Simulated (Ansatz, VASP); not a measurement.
## One calculation of Si2W, two programs

Contents of INCAR:

```
  PREC = Accurate
  ENCUT = 600
  EDIFF = 1E-6
  ISMEAR = 0
  SIGMA = 0.01
  LREAL = F
  LASPH = T
  NELM = 100
  ALGO = Normal
  ISIF = 3
  LWAVE = F
  LCHARG = F
  GGA = PE
  IVDW = 12
  IBRION = 2
  NSW = 100
  EDIFFG = -0.002
```

Contents of KPOINTS:

```
Automatic mesh
0
Gamma
  9 9 6
```

File POSCAR:

```
Si2W
1.0
    4.5642381515      0.0000000000      0.0000000000
   -2.2821190758      3.9527461882      0.0000000000
    0.0000000000      0.0000000000      6.5863860279
Si W
6 3
Direct
    0.8364345477      0.6728690955      0.5000000000
    0.1635654523      0.8364345477      0.8333333333
    0.6728690955      0.8364345477      0.1666666667
    0.1635654523      0.3271309045      0.5000000000
    0.8364345477      0.1635654523      0.8333333333
    0.3271309045      0.1635654523      0.1666666667
    0.0000000000      0.5000000000      0.1666666667
    0.5000000000      0.5000000000      0.8333333333
    0.5000000000      0.0000000000      0.5000000000
```

Input for Ansatz:

```yaml
crystal:
  lattice:
    - [4.5642381515, 0.0, 0.0]
    - [-2.2821190758, 3.9527461882, 0.0]
    - [0.0, 0.0, 6.5863860279]
  atoms:
    - { symbol: Si, position: [0.8364345477, 0.6728690955, 0.5] }
    - { symbol: Si, position: [0.1635654523, 0.8364345477, 0.8333333333] }
    - { symbol: Si, position: [0.6728690955, 0.8364345477, 0.1666666667] }
    - { symbol: Si, position: [0.1635654523, 0.3271309045, 0.5] }
    - { symbol: Si, position: [0.8364345477, 0.1635654523, 0.8333333333] }
    - { symbol: Si, position: [0.3271309045, 0.1635654523, 0.1666666667] }
    - { symbol: W, position: [0.0, 0.5, 0.1666666667] }
    - { symbol: W, position: [0.5, 0.5, 0.8333333333] }
    - { symbol: W, position: [0.5, 0.0, 0.5] }
basis:
  ecutwfc: 420
kpoints:
  mp_grid: { grid: [9, 9, 6] }
hamiltonian:
  xc: pbe
  dispersion: d3bj
  pseudopotentials: { kind: paw, azcp: { folder: soft_1 } }
scf:
  occupations: { method: gaussian, width: 0.01 }
output:
  forces: true
  stress: true
  eigenvalues: true
relax:
  adjacent_minimum: "off"
  f_tol: 0.002
  max_steps: 80
  cell: { stress_tol: 0.02 }
```

Alike in both runs: task relaxation of cell and atoms; functional PBE; dispersion D3(BJ); k mesh 9 × 9 × 6; occupations gaussian, width 0.01 eV; no spin polarisation.

|  | VASP | Ansatz |
| --- | --- | --- |
| version | VASP 6.6.1 | Ansatz 0.2.0 |
| potentials or method | VASP PAW PBE potentials, release 64 (Si, W_sv), cutoff 600 eV | scalar-relativistic, plane waves, PAW |
| valence electrons in the cell | 66 | 66 |

```tsv
	VASP	Ansatz	Ansatz less VASP
gap on the k mesh at the Fermi level, each at its own relaxed structure (eV)	0.14	0.14	0.000
relaxed volume (Å³/atom)	13.21	13.20	-0.004
relaxed cell length with the largest relative difference (Å)	4.565	4.564	-0.0004
```

Spin-orbit coupling is off throughout.
